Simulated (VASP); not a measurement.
# Al (Fm-3m) in VASP: further runs

Runs on Al. Level: PBE. Tasks: single point.

All numbers are computed with VASP 6.6.1; they aren't measurements. Logs are shortened: lines on timing, memory, paths and dates and some standing lists are left out, and cuts for length are marked.

### Step 1. The cell of the first run

It takes space group Fm-3m (No. 225, cubic). Conventional cell: a = 4.050 Å, b = 4.050 Å, c = 4.050 Å, α = 90.00°, β = 90.00°, γ = 90.00°. Within 3.8 Å of Al (site symmetry m-3m) lie 12 Al at 2.86 Å.

### Step 2. Single point, PBE

Input file INCAR:

```
SYSTEM = Al
PREC = Accurate
ENCUT = 520
EDIFF = 1E-7
ISMEAR = -1
SIGMA = 0.15
LREAL = .False.
LASPH = .True.
NELM = 60
ALGO = Normal
ISIF = 2
LWAVE = .False.
LCHARG = .True.
GGA = PE
LELF = .True.
LVHAR = .True.
NBANDS = 8
```

Input file KPOINTS:

```
regular mesh
0
Gamma
  12 12 12
  0 0 0
```

Input file POSCAR:

```
Al
1.0
    0.0000000000      2.0248050000      2.0248050000
    2.0248050000      0.0000000000      2.0248050000
    2.0248050000      2.0248050000      0.0000000000
Al
1
Direct
    0.0000000000      0.0000000000      0.0000000000
```

Potentials or basis: VASP PAW PBE potentials, release 64 (Al).

On the command line:

```console
> cat potpaw_PBE.64/Al/POTCAR > POTCAR
> mpirun -np 1 vasp_std > vasp.out
```

OUTCAR:

```text
SYSTEM = Al
   PREC = Accurate
   ENCUT = 520
   EDIFF = 1E-7
   ISMEAR = -1
   LREAL = .False.
   LASPH = .True.
   NELM = 60
   ISIF = 2
   GGA = PE

 ion  position               nearest neighbor table
   1  0.000  0.000  0.000-

  LATTYP: Found a face centered cubic cell.
 ALAT       =     4.0496100000

  Lattice vectors:

 A1 = (   0.0000000000,   2.0248050000,   2.0248050000)
 A2 = (   2.0248050000,   0.0000000000,   2.0248050000)
 A3 = (   2.0248050000,   2.0248050000,   0.0000000000)

Analysis of symmetry for initial positions (statically):
=====================================================================
 Subroutine PRICEL returns:
 Original cell was already a primitive cell.

 Routine SETGRP: Setting up the symmetry group for a
 face centered cubic supercell.

 Subroutine GETGRP returns: Found 48 space group operations
 (whereof 48 operations were pure point group operations)
 out of a pool of 48 trial point group operations.

The static configuration has the point symmetry O_h .

Analysis of symmetry for dynamics (positions and initial velocities):
=====================================================================
 Subroutine PRICEL returns:
 Original cell was already a primitive cell.

 Routine SETGRP: Setting up the symmetry group for a
 face centered cubic supercell.

 Subroutine GETGRP returns: Found 48 space group operations
 (whereof 48 operations were pure point group operations)
 out of a pool of 48 trial point group operations.

The dynamic configuration has the point symmetry O_h .

 Subroutine INISYM returns: Found 48 space group operations
 (whereof 48 operations are pure point group operations),
 and found     1 'primitive' translations

----------------------------------------------------------------------------------------

                                     Primitive cell

  volume of cell :      16.6027

  direct lattice vectors                    reciprocal lattice vectors
     0.000000000  2.024805000  2.024805000    -0.246937359  0.246937359  0.246937359
     2.024805000  0.000000000  2.024805000     0.246937359 -0.246937359  0.246937359
     2.024805000  2.024805000  0.000000000     0.246937359  0.246937359 -0.246937359

  length of vectors
     2.863506692  2.863506692  2.863506692     0.427708053  0.427708053  0.427708053

  position of ions in fractional coordinates (direct lattice)
     0.000000000  0.000000000  0.000000000

  ion indices of the primitive-cell ions
   primitive index   ion index
                 1           1

----------------------------------------------------------------------------------------

 KPOINTS: regular mesh

Automatic generation of k-mesh.
 Grid dimensions read from file:
 generate k-points for:   12   12   12

 Generating k-lattice:

  Cartesian coordinates                     Fractional coordinates (reciprocal lattice)
    -0.020578113  0.020578113  0.020578113     0.083333333  0.000000000  0.000000000
     0.020578113 -0.020578113  0.020578113     0.000000000  0.083333333  0.000000000
     0.020578113  0.020578113 -0.020578113     0.000000000  0.000000000  0.083333333

  Length of vectors
     0.035642338  0.035642338  0.035642338

  Shift w.r.t. Gamma in fractional coordinates (k-lattice)
     0.000000000  0.000000000  0.000000000

 Subroutine IBZKPT returns following result:
 ===========================================

 Found     72 irreducible k-points:

 Following reciprocal coordinates:
            Coordinates               Weight
  0.000000  0.000000  0.000000      1.000000
  0.083333  0.000000  0.000000      8.000000
  0.166667  0.000000  0.000000      8.000000
  0.250000  0.000000  0.000000      8.000000
  0.333333  0.000000  0.000000      8.000000
  0.416667  0.000000  0.000000      8.000000
[... 16 lines left out ...]
  0.500000  0.166667  0.000000     24.000000
 -0.416667  0.166667  0.000000     24.000000
 [... further k-points ...]
   k-points           NKPTS =     72   k-points in BZ     NKDIM =     72   number of bands    NBANDS=      8
   number of dos      NEDOS =    301   number of ions     NIONS =      1
   total plane-waves  NPLWV =  13824
   dimension x,y,z NGX =    24 NGY =   24 NGZ =   24
   dimension x,y,z NGXF=    48 NGYF=   48 NGZF=   48
   ions per type =               1
   NGX,Y,Z   is equivalent  to a cutoff of  13.93, 13.93, 13.93 a.u.
   NGXF,Y,Z  is equivalent  to a cutoff of  27.87, 27.87, 27.87 a.u.
 SYSTEM =  Al
   PREC   = accura    normal or accurate (medium, high low for compatibility)
   ISTART =      0    job   : 0-new  1-cont  2-samecut
   ICHARG =      2    charge: 1-file 2-atom 10-const
   ISPIN  =      1    spin polarized calculation?
   LNONCOLLINEAR =      F non collinear calculations
   LSORBIT =      F    spin-orbit coupling
   LASPH  =      T    aspherical Exc in radial PAW
   ENCUT  =  520.0 eV  38.22 Ry    6.18 a.u.   5.32  5.32  5.32*2*pi/ulx,y,z
   NELM   =     60;   NELMIN=  2; NELMDL= -5     # of ELM steps
   EDIFF  = 0.1E-06   stopping-criterion for ELM
   LREAL  =      F    real-space projection
   EDIFFG = 0.1E-05   stopping-criterion for IOM
   NSW    =      0    number of steps for IOM
   IBRION =     -1    ionic relax: 0-MD 1-quasi-New 2-CG
   NFREE  =      0    steps in history (QN), initial steepest desc. (CG)
   ISIF   =      2    stress and relaxation
   ISYM   =      2    0-nonsym 1-usesym 2-fastsym
   POTIM  = 0.5000    time-step for ionic-motion
   TEBEG  =    0.0;   TEEND  =   0.0 temperature during run
   PSTRESS=    0.0 pullay stress
   NELECT =       3.0000    total number of electrons
   NUPDOWN=      -1.0000    fix difference up-down
   EMIN   =  10.00;   EMAX   =-10.00  energy-range for DOS
   EFERMI =   0.00;   METHOD = LEGACY
   ISMEAR =    -1;   SIGMA  =   0.15  broadening in eV -4-tet -1-fermi 0-gaus
   EFERMI_NEDOS =   21; number of points for ismear=-14 and -15
   IALGO  =     38    algorithm
   IMIX   =      4    mixing-type and parameters
     AMIX     =   0.40;   BMIX     =  1.00
     AMIX_MAG =   1.60;   BMIX_MAG =  1.00
  volume/ion in A,a.u.               =      16.60       112.04
  Fermi-wavevector in a.u.,A,eV,Ry     =   0.925526  1.748991 11.654733  0.856599
  Thomas-Fermi vector in A             =   2.051390
   LORBIT       =      0    0 simple, 1 ext, 2 COOP (PROOUT), +10 PAW based schemes
   GGA     = PE    functional components
   LHFCALC =     F    Hartree Fock is set to
   AEXX    =    0.0000 exact exchange contribution
   IVDW    =     0    specifies the selected vdW correction
   LEPSILON=     F    determine dielectric tensor
   LRPA    =     F    only Hartree local field effects (RPA)
 non-spin polarized calculation
  energy-cutoff  :      520.00
  volume of cell :       16.60
 maximum number of plane-waves:       459
 NGX is ok and might be reduce to    24
   NGX = 11   NGY = 11   NGZ = 11

 number of electron       3.0000000 magnetization

 Free energy of the ion-electron system (eV)
  ---------------------------------------------------
  ext. energy  EPLUGINS =         0.00000000
  ---------------------------------------------------
  free energy    TOTEN  =        -3.76750216 eV

  energy without entropy =       -3.74005612  energy(sigma->0) =       -3.75377914

 E-fermi :   7.8576     XC(G=0): -10.1740

 val. band max:        7.6988371366   @ k =   0.5000   0.2500   0.0833
 cond. band min:       7.8801108881   @ k =  -0.4167   0.4167   0.0833
 fundamental gap:      0.1812737516
 Fermi energy:         7.8576069459

 k-point     1 :       0.0000    0.0000    0.0000
  band No.  band energies     occupation
      1      -3.1559      2.00000
      2      20.5205      0.00000
      3      20.5205      0.00000
      4      20.5205      0.00000
      5      21.9658      0.00000
      6      21.9658      0.00000
      7      21.9658      0.00000
      8      24.3565      0.00000

 k-point     2 :       0.0833    0.0000    0.0000
  band No.  band energies     occupation
      1      -2.9680      2.00000
      2      17.9042      0.00000
      3      19.9433      0.00000
      4      19.9433      0.00000
      5      22.6417      0.00000
      6      22.8295      0.00000
      7      22.8295      0.00000
      8      26.1668      0.00000

 k-point     3 :       0.1667    0.0000    0.0000
  band No.  band energies     occupation
      1      -2.4056      2.00000
      2      14.5536      0.00000
      3      19.2407      0.00000
      4      19.2407      0.00000
      5      22.4614      0.00000
      6      23.8903      0.00000
      7      23.8903      0.00000
      8      25.1527      0.00000

 k-point     4 :       0.2500    0.0000    0.0000
  band No.  band energies     occupation
      1      -1.4732      2.00000
      2      11.3624      0.00000
      3      18.7986      0.00000
      4      18.7986      0.00000
      5      22.2326      0.00000
      6      22.6338      0.00000
      7      22.6338      0.00000
      8      26.6243      0.00000

 k-point     5 :       0.3333    0.0000    0.0000
  band No.  band energies     occupation
      1      -0.1778      2.00000
      2       8.4292      0.04331
      3      18.6593      0.00000
      4      18.6593      0.00000
      5      21.2451      0.00000
      6      21.2451      0.00000
      7      22.2096      0.00000
      8      25.2007      0.00000
[... 177 lines left out ...]
 k-point    22 :       0.4167    0.1667    0.0000
  band No.  band energies     occupation
      1       0.9834      2.00000
      2       8.1235      0.29049
      3      15.1976      0.00000
      4      15.8073      0.00000
      5      17.5265      0.00000
      6      24.6300      0.00000
      7      24.8252      0.00000
      8      27.6243      0.00000

 k-point    23 :       0.5000    0.1667    0.0000
  band No.  band energies     occupation
      1       2.7364      2.00000
      2       5.6101      2.00000
      3      14.1290      0.00000
      4      16.0809      0.00000
      5      17.8596      0.00000
      6      23.8522      0.00000
      7      26.1492      0.00000
      8      28.1447      0.00000

 k-point    24 :      -0.4167    0.1667    0.0000
  band No.  band energies     occupation
      1       3.3946      2.00000
      2       4.8397      2.00000
      3      13.3988      0.00000
      4      16.6756      0.00000
      5      18.5237      0.00000
      6      23.1686      0.00000
      7      25.8586      0.00000
      8      28.8403      0.00000

 [... further k-points ...]

------------------------ aborting loop because EDIFF is reached ----------------------------------------

  FORCE on cell =-STRESS in cart. coord.  units (eV):
  Direction    XX          YY          ZZ          XY          YZ          ZX
  --------------------------------------------------------------------------------------
  -------------------------------------------------------------------------------------
  Total       -0.0437189     -0.0437189     -0.0437189      0.0000000      0.0000000      0.0000000
  in kB       -4.2189062     -4.2189062     -4.2189062      0.0000000      0.0000000      0.0000000
  external PRESSURE =      -4.2189062 kB  Pullay stress =       0.0000000 kB

 VOLUME and BASIS-vectors are now :
 -----------------------------------------------------------------------------
  energy-cutoff  :      520.00
  volume of cell :       16.60
      direct lattice vectors                 reciprocal lattice vectors
     0.000000000  2.024805000  2.024805000    -0.246937359  0.246937359  0.246937359
     2.024805000  0.000000000  2.024805000     0.246937359 -0.246937359  0.246937359
     2.024805000  2.024805000  0.000000000     0.246937359  0.246937359 -0.246937359

 POSITION                                       TOTAL-FORCE (eV/Angst)
 -----------------------------------------------------------------------------------
      0.00000      0.00000      0.00000         0.000000      0.000000      0.000000
 -----------------------------------------------------------------------------------
    total drift:                                0.000000     -0.000000     -0.000000

  FREE ENERGIE OF THE ION-ELECTRON SYSTEM (eV)
  ---------------------------------------------------
  free  energy   TOTEN  =        -3.7675021636 eV

  energy  without entropy=       -3.7400561195  energy(sigma->0) =       -3.75377914
```

Run time: 9.8 s. Hardware: 1 thread of Intel Xeon 8259CL, shared host; peak memory 0.13 GiB.

What came out:

```
Free energy : -3.7675 eV
Pressure    : -0.4 GPa
```

Levels at points of the mesh, in eV from the Fermi level:
```
           k point  band 1  band 2  band 3  band 4  band 5  band 6
(0.00, 0.00, 0.00)  -11.01   12.66   12.66   12.66   14.11   14.11
(0.50, 0.00, 0.00)   -4.49   -4.29   11.42   11.42   11.51   11.51
(0.50, 0.50, 0.00)   -2.83   -1.52    5.33    5.64    5.64    9.09
```

### Step 3. Single point, PBE

This run uses another cell than the first one, of 17.27 Å³/atom, 1.040 times its volume.

Input file INCAR:

```
  PREC = Accurate
  ENCUT = 520
  EDIFF = 1E-6
  ISMEAR = -1
  SIGMA = 0.15
  LREAL = False
  LASPH = True
  NELM = 100
  ALGO = Normal
  ISIF = 2
  LWAVE = False
  LCHARG = False
  GGA = PE
  NBANDS = 8
```

Input file KPOINTS:

```
Automatic mesh
0
Gamma
  12 12 12
```

Input file POSCAR:

```
Al
1.0
    0.0000000000      2.0514502267      2.0514502267
    2.0514502267      0.0000000000      2.0514502267
    2.0514502267      2.0514502267      0.0000000000
Al
1
Direct
    0.0000000000      0.0000000000      0.0000000000
```

Potentials or basis: VASP PAW PBE potentials, release 64 (Al).

On the command line:

```console
> cat potpaw_PBE.64/Al/POTCAR > POTCAR
> mpirun -np 1 vasp_std > vasp.out
```

Wall time 9.1 s (1 thread of Intel Xeon 8259CL, shared host); peak memory 0.13 GiB.

It converged, with:

- Free energy: -3.7599 eV
- Pressure: -3.2 GPa

Levels at points of the mesh, in eV from the Fermi level:
| k point | band 1 | band 2 | band 3 | band 4 | band 5 |
| --- | --- | --- | --- | --- | --- |
| (0.00, 0.00, 0.00) | -10.75 | 12.45 | 12.45 | 12.45 | 13.60 |
| (0.50, 0.00, 0.00) | -4.34 | -4.24 | 11.01 | 11.01 | 11.33 |
| (0.50, 0.50, 0.00) | -2.74 | -1.52 | 5.32 | 5.46 | 5.46 |

[end of part 1 of 2]
